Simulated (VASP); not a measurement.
Runs of VASP 6.6.1 on CsCl. The structure is that of space group Pm-3m (No. 221), or close to it. The cells are those of the table. 

```tsv
task	cell	cutoff (eV)	gap on the mesh (eV)	pressure (GPa)
electric field gradients	a = 4.123 Å, angles 90.6°, 2 atoms	400	5.04	-0.6
single point	a = 4.039 Å, 2 atoms	500	5.18	0.5
electric field gradients	a = 4.137 Å, 2 atoms	400	5.00	-0.8
single point	a = 4.109 Å, 2 atoms	500	5.09	-0.5
single point	a = 4.067 Å, 2 atoms	500	5.21	(a)
single point	a = 4.150 Å, 2 atoms	500	(b)	-0.9
electric field gradients	a = 4.123 Å, angles 89.4°, 2 atoms	400	5.04	-0.6
electric field gradients	a = 4.039 Å, 2 atoms	400	5.18	0.5
electric field gradients	a = 4.109 Å, 2 atoms	400	5.09	-0.5
single point	a = 4.123, b = 4.123, c = 4.164 Å, 2 atoms	500	4.99	-0.8
electric field gradients	a = 4.123 Å, angles 88.8°, 2 atoms	400	5.04	-0.6
single point	a = 4.137 Å, 2 atoms	500	5.00	-0.8
```

Alike in all rows: level PBEsol; potentials or basis VASP PAW PBE potentials, release 64 (Cs_sv, Cl); no spin polarisation; k mesh 6 × 6 × 6; smearing fermi-dirac 0.03 eV.

**Question.** Estimate the missing entries.

**Answer.** (a) 0.1; (b) 4.96.

Caveats: the PAW data sets were made with another functional, which shifts forces and pressure a little; spin-orbit coupling is left out, which moves the levels of the heavy elements.

A k mesh can miss the band edges, and the runs leave out spin-orbit coupling on Cs.
